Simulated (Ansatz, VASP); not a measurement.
Al in VASP and in Ansatz

```
Al
1.0
     0.00000    1.99133    1.99133
     1.99133    0.00000    1.99133
     1.99133    1.99133    0.00000
Al
1
Direct
  0.00000 0.00000 0.00000
```

Alike in both runs: functional LDA; k mesh 23 × 23 × 23; no spin polarisation.

Ansatz relaxed the structure, and its values are those at the end. VASP's run is a single point on that final structure, the one shown.

|  | VASP | Ansatz |
| --- | --- | --- |
| version | VASP 6.6.1 | Ansatz 0.2.0 |
| potentials or method | VASP PAW LDA potentials, release 64 (Al) | plane-wave PAW, scalar-relativistic |
| plane-wave cutoff (eV) | 520 | 420 |
| occupations | methfessel-paxton of order 1, width 0.1 eV | cold, width 0.1 eV |
| valence electrons in the cell | 3 | 3 |

Ansatz gave:

* pressure (GPa): 0.0

Question: What did VASP give for the same quantities?

Answer: Pressure (GPa): 0.1.

Ansatz warns that its potentials were made for another functional, while VASP's fit it. LDA's correlation is that of Perdew and Zunger in VASP and of Perdew and Wang (1992) in Ansatz.
